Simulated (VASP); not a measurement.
# LiH (Fm-3m) in VASP: notebook

The runs below take LiH through single point, with PBE.

Everything below comes from runs of VASP 6.6.1. Logs are shortened: lines on timing, memory, paths and dates and some standing lists are left out, and cuts for length are marked.

## 1. The cell of the first run

Symmetry: Fm-3m, No. 225, cubic system. The conventional cell has a = 4.007 Å, b = 4.007 Å, c = 4.007 Å, α = 90.00°, β = 90.00°, γ = 90.00°. Li (site symmetry m-3m) has 6 H at 2.00 Å within 2.7 Å. H (site symmetry m-3m) has 6 Li at 2.00 Å within 2.7 Å.

## 2. Single point, PBE

INCAR

```
SYSTEM = LiH
PREC     = Accurate       ! precision mode
ENCUT    = 520            ! plane-wave cutoff, eV
EDIFF    = 1E-6           ! SCF threshold, eV
ISMEAR   = 0              ! smearing method
SIGMA    = 0.01           ! smearing width, eV
LREAL    = Auto         
LASPH    = .True.         ! aspherical terms in the spheres
NELM     = 100            ! most SCF steps
ALGO     = Normal         ! electronic algorithm
ISIF     = 2              ! what is computed and relaxed
LWAVE    = .False.        ! write WAVECAR
LCHARG   = .False.        ! write CHGCAR
GGA      = PE             ! functional
NBANDS   = 30             ! bands
```

KPOINTS

```
regular mesh
0
Gamma
  5 5 5
  0 0 0
```

POSCAR

```
LiH
1.0
    0.0000000000      4.0071000521     -4.0071000521
    4.0071000521      4.0071000521      0.0000000000
    4.0071000521      0.0000000000     -4.0071000521
Li H
8 8
Direct
    0.5000000000      0.5000000000      0.0000000000
    0.5000000000      0.0000000000      0.0000000000
    1.0000000000      0.5000000000      0.0000000000
    1.0000000000      0.0000000000      0.0000000000
    0.5000000000      0.5000000000      0.5000000000
    0.5000000000      0.0000000000      0.5000000000
    1.0000000000      0.5000000000      0.5000000000
    1.0000000000      0.0000000000      0.5000000000
    0.2500000000      0.7500000000      0.2500000000
    0.2500000000      0.2500000000      0.2500000000
    0.7500000000      0.7500000000      0.2500000000
    0.7500000000      0.2500000000      0.2500000000
    0.2500000000      0.7500000000      0.7500000000
    0.2500000000      0.2500000000      0.7500000000
    0.7500000000      0.7500000000      0.7500000000
    0.7500000000      0.2500000000      0.7500000000
```

Potentials or basis: VASP PAW PBE potentials, release 64 (Li_sv, H).

Command:

```console
> cat potpaw_PBE.64/Li_sv/POTCAR potpaw_PBE.64/H/POTCAR > POTCAR
> mpirun -np 1 vasp_std > vasp.out
```

OUTCAR:

```text
SYSTEM = LiH
   PREC = Accurate
   ENCUT = 520
   EDIFF = 1E-6
   ISMEAR = 0
   LREAL = Auto
   LASPH = .True.
   NELM = 100
   ISIF = 2
   GGA = PE

 ion  position               nearest neighbor table
   1  0.500  0.500  0.000-
   2  0.500  0.000  0.000-
   3  0.000  0.500  0.000-
   4  0.000  0.000  0.000-
   5  0.500  0.500  0.500-
   6  0.500  0.000  0.500-
[... 8 lines left out ...]
  15  0.750  0.750  0.750-
  16  0.750  0.250  0.750-
[... 6 lines left out ...]
 A1 = (   0.0000000000,   4.0071000521,  -4.0071000521)
 A2 = (   4.0071000521,   4.0071000521,   0.0000000000)
 A3 = (   4.0071000521,   0.0000000000,  -4.0071000521)

Analysis of symmetry for initial positions (statically):
=====================================================================
 Subroutine PRICEL returns following result:

  LATTYP: Found a face centered cubic cell.
 ALAT       =     4.0071000521

  Lattice vectors:

 A1 = (   0.0000000000,   2.0035500261,  -2.0035500261)
 A2 = (   2.0035500261,   2.0035500261,   0.0000000000)
 A3 = (   2.0035500261,   0.0000000000,  -2.0035500261)

   8 primitive cells build up your supercell.

 Routine SETGRP: Setting up the symmetry group for a
 face centered cubic supercell.

 Subroutine GETGRP returns: Found 48 space group operations
 (whereof 48 operations were pure point group operations)
 out of a pool of 48 trial point group operations.

The static configuration has the point symmetry O_h .

Analysis of symmetry for dynamics (positions and initial velocities):
=====================================================================
 Subroutine PRICEL returns following result:

  LATTYP: Found a face centered cubic cell.
 ALAT       =     4.0071000521

  Lattice vectors:

 A1 = (   0.0000000000,   2.0035500261,  -2.0035500261)
 A2 = (   2.0035500261,   2.0035500261,   0.0000000000)
 A3 = (   2.0035500261,   0.0000000000,  -2.0035500261)

   8 primitive cells build up your supercell.

 Routine SETGRP: Setting up the symmetry group for a
 face centered cubic supercell.

 Subroutine GETGRP returns: Found 48 space group operations
 (whereof 48 operations were pure point group operations)
 out of a pool of 48 trial point group operations.

The dynamic configuration has the point symmetry O_h .

[... 83 lines left out ...]
   EDIFF  = 0.1E-05   stopping-criterion for ELM
   LREAL  =      T    real-space projection
   EDIFFG = 0.1E-04   stopping-criterion for IOM
   NSW    =      0    number of steps for IOM
   IBRION =     -1    ionic relax: 0-MD 1-quasi-New 2-CG
   NFREE  =      0    steps in history (QN), initial steepest desc. (CG)
   ISIF   =      2    stress and relaxation
   ISYM   =      2    0-nonsym 1-usesym 2-fastsym
   POTIM  = 0.5000    time-step for ionic-motion
   TEBEG  =    0.0;   TEEND  =   0.0 temperature during run
   PSTRESS=    0.0 pullay stress
   NELECT =      32.0000    total number of electrons
   NUPDOWN=      -1.0000    fix difference up-down
   EMIN   =  10.00;   EMAX   =-10.00  energy-range for DOS
   EFERMI =   0.00;   METHOD = LEGACY
   ISMEAR =     0;   SIGMA  =   0.01  broadening in eV -4-tet -1-fermi 0-gaus
   EFERMI_NEDOS =   21; number of points for ismear=-14 and -15
   IALGO  =     38    algorithm
   IMIX   =      4    mixing-type and parameters
     AMIX     =   0.40;   BMIX     =  1.00
     AMIX_MAG =   1.60;   BMIX_MAG =  1.00
  volume/ion in A,a.u.               =       8.04        54.27
  Fermi-wavevector in a.u.,A,eV,Ry     =   1.029480  1.945435 14.419854  1.059829
  Thomas-Fermi vector in A             =   2.163530
   LORBIT       =      0    0 simple, 1 ext, 2 COOP (PROOUT), +10 PAW based schemes
   GGA     = PE    functional components
   LHFCALC =     F    Hartree Fock is set to
   AEXX    =    0.0000 exact exchange contribution
   IVDW    =     0    specifies the selected vdW correction
   LEPSILON=     F    determine dielectric tensor
   LRPA    =     F    only Hartree local field effects (RPA)
 non-spin polarized calculation
 Gauss-broadening in eV      SIGMA  =   0.01
  energy-cutoff  :      520.00
  volume of cell :      128.68
 maximum number of plane-waves:      3495
 NGX is ok and might be reduce to    42

 number of electron      31.9999918 magnetization

 Free energy of the ion-electron system (eV)
  ---------------------------------------------------
  ext. energy  EPLUGINS =         0.00000000
  ---------------------------------------------------
  free energy    TOTEN  =       -49.01269319 eV

  energy without entropy =      -49.01269319  energy(sigma->0) =      -49.01269319

 E-fermi :   0.1949     XC(G=0):  -8.5150

 val. band max:        0.0964549502   @ k =   0.0000   0.0000   0.0000
 cond. band min:       3.0747602202   @ k =   0.0000   0.0000   0.0000
 fundamental gap:      2.9783052701
 Fermi energy:         0.1948634193

 k-point     1 :       0.0000    0.0000    0.0000
  band No.  band energies     occupation
      1     -44.1932      2.00000
      2     -44.1468      2.00000
      3     -44.1468      2.00000
      4     -44.1468      2.00000
      5     -44.1468      2.00000
      6     -44.1328      2.00000
[... 299 lines left out ...]
     27       8.4792      0.00000
     28      10.2723      0.00000
 [bands above 28 left out]

------------------------ aborting loop because EDIFF is reached ----------------------------------------

  FORCE on cell =-STRESS in cart. coord.  units (eV):
  Direction    XX          YY          ZZ          XY          YZ          ZX
  --------------------------------------------------------------------------------------
  -------------------------------------------------------------------------------------
  Total       -0.2150923     -0.2150923     -0.2150923     -0.0000000     -0.0000000      0.0000000
  in kB       -2.6780262     -2.6780262     -2.6780262     -0.0000000     -0.0000000      0.0000000
  external PRESSURE =      -2.6780262 kB  Pullay stress =       0.0000000 kB

 VOLUME and BASIS-vectors are now :
 -----------------------------------------------------------------------------
  energy-cutoff  :      520.00
  volume of cell :      128.68
      direct lattice vectors                 reciprocal lattice vectors
     0.000000000  4.007100052 -4.007100052    -0.124778517  0.124778517 -0.124778517
     4.007100052  4.007100052  0.000000000     0.124778517  0.124778517  0.124778517
     4.007100052  0.000000000 -4.007100052     0.124778517 -0.124778517 -0.124778517

 POSITION                                       TOTAL-FORCE (eV/Angst)
 -----------------------------------------------------------------------------------
      2.00355      4.00710     -2.00355         0.000000     -0.000000      0.000000
      0.00000      2.00355     -2.00355        -0.000000      0.000000     -0.000000
      2.00355      2.00355      0.00000        -0.000000     -0.000000      0.000000
      0.00000      0.00000      0.00000         0.000000      0.000000     -0.000000
      4.00710      4.00710     -4.00710        -0.000000     -0.000000      0.000000
      2.00355      2.00355     -4.00710         0.000000     -0.000000      0.000000
[... 8 lines left out ...]
      6.01065      6.01065     -6.01065        -0.000000      0.000000      0.000000
      4.00710      4.00710     -6.01065        -0.000000      0.000000      0.000000
 -----------------------------------------------------------------------------------
    total drift:                               -0.000000      0.000000      0.000000

  FREE ENERGIE OF THE ION-ELECTRON SYSTEM (eV)
  ---------------------------------------------------
  free  energy   TOTEN  =       -49.0126931855 eV

  energy  without entropy=      -49.0126931855  energy(sigma->0) =      -49.01269319
```

stdout:

```text
POSCAR found type information on POSCAR LiH
 POSCAR found :  2 types and      16 ions
 scaLAPACK will be used
 LDA part: xc-table for (Slater+PW92), standard interpolation
 POSCAR, INCAR and KPOINTS ok, starting setup
 FFT: planning ... GRIDC
 FFT: planning ... GRID_SOFT
 FFT: planning ... GRID
 WAVECAR not read
 entering main loop
```

Wall time 72 s (1 thread of Intel Xeon Platinum 8259CL at 2.50GHz (Skylake/Cascade Lake), shared host); peak memory 0.24 GiB.

What came out:

```yaml
Free_energy: -49.0127 eV
Band_gap_on_the_k_mesh: 2.98 eV
```

Levels at points of the mesh, in eV from the valence-band top:
```tsv
k point	band 13	band 14	band 15	band 16	band 17	band 18	band 19	band 20
(0.00, 0.00, 0.00)	-2.63	0.00	0.00	0.00	2.98	2.98	2.98	4.92
```

Caveat: the cutoff is under 1.25 times the usual one of these potentials, so pressure, stress and relaxed cells hold a basis-set (Pulay) error; an odd mesh through Γ misses points on the zone boundary, where band edges can lie.

## 3. Single point, PBE

This run uses another cell than the first one: it holds 2 atoms, not 16.

INCAR

```
SYSTEM = LiH
PREC     = Accurate       ! precision mode
ENCUT    = 750            ! plane-wave cutoff, eV
EDIFF    = 1E-6           ! SCF threshold, eV
ISMEAR   = 0              ! smearing method
SIGMA    = 0.1            ! smearing width, eV
LREAL    = .FALSE.        ! projectors in reciprocal space
LASPH    = .TRUE.         ! aspherical terms in the spheres
NELM     = 120            ! most SCF steps
ALGO     = Normal         ! electronic algorithm
ISIF     = 2              ! what is computed and relaxed
LWAVE    = .FALSE.        ! write WAVECAR
LCHARG   = .TRUE.         ! write CHGCAR
GGA      = PE             ! functional
LELF     = .TRUE.         ! ELF
LVHAR    = .TRUE.       
NBANDS   = 9              ! bands
GGA_COMPAT= .FALSE.
```

KPOINTS

```
regular mesh
0
G
  8 8 8
  0 0 0
```

POSCAR

```
LiH
1.0
    0.0000000000      2.0086193919      2.0086193919
    2.0086193919      0.0000000000      2.0086193919
    2.0086193919      2.0086193919      0.0000000000
Li H
1 1
Direct
    0.0000000000      0.0000000000      0.0000000000
    0.5000000000      0.5000000000      0.5000000000
```

Potentials or basis: VASP PAW PBE potentials, release 64 (Li_sv, H).

Command:

```console
> cat potpaw_PBE.64/Li_sv/POTCAR potpaw_PBE.64/H/POTCAR > POTCAR
> mpirun -np 1 vasp_std > vasp.out
```

OUTCAR:

```text
SYSTEM = LiH
   PREC = Accurate
   ENCUT = 750
   EDIFF = 1E-6
   ISMEAR = 0
   LREAL = .FALSE.
   LASPH = .TRUE.
   NELM = 120
   ISIF = 2
   GGA = PE

 ion  position               nearest neighbor table
   1  0.000  0.000  0.000-
   2  0.500  0.500  0.500-

  LATTYP: Found a face centered cubic cell.
 ALAT       =     4.0172387838

  Lattice vectors:

 A1 = (   0.0000000000,   2.0086193919,   2.0086193919)
[... 472 lines left out ...]

 [... further k-points ...]

------------------------ aborting loop because EDIFF is reached ----------------------------------------

  FORCE on cell =-STRESS in cart. coord.  units (eV):
  Direction    XX          YY          ZZ          XY          YZ          ZX
  --------------------------------------------------------------------------------------
  -------------------------------------------------------------------------------------
  Total       -0.0469390     -0.0469390     -0.0469390      0.0000000     -0.0000000      0.0000000
  in kB       -4.6400326     -4.6400326     -4.6400326      0.0000000     -0.0000000      0.0000000
  external PRESSURE =      -4.6400326 kB  Pullay stress =       0.0000000 kB

 VOLUME and BASIS-vectors are now :
 -----------------------------------------------------------------------------
  energy-cutoff  :      750.00
  volume of cell :       16.21
      direct lattice vectors                 reciprocal lattice vectors
     0.000000000  2.008619392  2.008619392    -0.248927199  0.248927199  0.248927199
     2.008619392  0.000000000  2.008619392     0.248927199 -0.248927199  0.248927199
     2.008619392  2.008619392  0.000000000     0.248927199  0.248927199 -0.248927199

 POSITION                                       TOTAL-FORCE (eV/Angst)
 -----------------------------------------------------------------------------------
      0.00000      0.00000      0.00000         0.000000      0.000000      0.000000
      2.00862      2.00862      2.00862        -0.000000     -0.000000     -0.000000
 -----------------------------------------------------------------------------------
    total drift:                                0.000000      0.000000      0.000000

  FREE ENERGIE OF THE ION-ELECTRON SYSTEM (eV)
  ---------------------------------------------------
  free  energy   TOTEN  =        -6.1266719677 eV

  energy  without entropy=       -6.1266719676  energy(sigma->0) =       -6.12667197
```

It took 14 s on 1 thread of Intel Xeon 8259CL, shared host; peak memory 0.15 GiB.

Results:

| Quantity | Value |
| --- | --- |
| Free energy | -6.1267 eV |
| Pressure | -0.5 GPa |
| Band gap on the k mesh | 2.99 eV |

## 4. Single point, PBE

This run uses another cell than the first one: it holds 2 atoms, not 16.

INCAR

```
SYSTEM = LiH
ALGO     = Normal         ! electronic algorithm
EDIFF    = 1E-6           ! SCF threshold, eV
ENCUT    = 750            ! plane-wave cutoff, eV
GGA      = PE             ! functional
GGA_COMPAT= .FALSE.      
ISIF     = 2              ! what is computed and relaxed
ISMEAR   = 0              ! smearing method
LASPH    = .TRUE.         ! aspherical terms in the spheres
LCHARG   = .FALSE.        ! write CHGCAR
LREAL    = .FALSE.        ! projectors in reciprocal space
LWAVE    = .FALSE.        ! write WAVECAR
NBANDS   = 9              ! bands
NELM     = 120            ! most SCF steps
PREC     = Accurate       ! precision mode
SIGMA    = 0.01           ! smearing width, eV
```

KPOINTS

```
k-points
0
G
  10 10 10
  0 0 0
```

POSCAR

```
LiH
1.0
    0.0000000000      2.0035500260      2.0035500260
    2.0035500260      0.0000000000      2.0035500260
    2.0035500260      2.0035500260      0.0000000000
Li H
1 1
Direct
    0.0000000000      0.0000000000      0.0000000000
    0.5000000000      0.5000000000      0.5000000000
```

Command:

```console
> cat potpaw_PBE.64/Li_sv/POTCAR potpaw_PBE.64/H/POTCAR > POTCAR
> mpirun -np 1 vasp_std > vasp.out
```

Wall time 22 s (1 thread of Intel Xeon 8259CL, shared host); peak memory 0.15 GiB.

It converged, with:

```
Free energy            : -6.1269 eV
Pressure               : -0.2 GPa
Band gap on the k mesh : 2.98 eV
```

Levels at points of the mesh, in eV from the valence-band top:
| k point | band 1 | band 2 | band 3 | band 4 | band 5 | band 6 |
| --- | --- | --- | --- | --- | --- | --- |
| (0.00, 0.00, 0.00) | -44.28 | -5.44 | 16.09 | 17.90 | 17.90 | 17.90 |
| (0.50, 0.00, 0.00) | -44.23 | -2.63 | 4.91 | 13.67 | 16.51 | 16.51 |
| (0.50, 0.50, 0.00) | -44.22 | 0.00 | 2.98 | 10.82 | 10.82 | 13.99 |

## 5. The runs side by side

| cell | k mesh | cutoff (eV) | smearing | gap on the mesh (eV) | pressure (GPa) |
| --- | --- | --- | --- | --- | --- |
| a = 5.667 Å, angles 60.0°, 16 atoms, atomic positions A | 5 × 5 × 5 | 520 | gaussian 0.01 eV | 2.98 | - |
| a = 2.841 Å, angles 60.0°, 2 atoms, atomic positions B | 8 × 8 × 8 | 750 | gaussian 0.1 eV | 2.99 | -0.5 |
| a = 2.833 Å, angles 60.0°, 2 atoms, atomic positions B | 10 × 10 × 10 | 750 | gaussian 0.01 eV | 2.98 | -0.2 |

Alike in all rows: task single point; level PBE; potentials or basis VASP PAW PBE potentials, release 64 (Li_sv, H); no spin polarisation.

Caveats: the cutoff is under 1.25 times the usual one of these potentials, so pressure, stress and relaxed cells hold a basis-set (Pulay) error (at least some runs); an odd mesh through Γ misses points on the zone boundary, where band edges can lie (at least some runs).

Absolute energies hang on the potentials; compare differences alone.
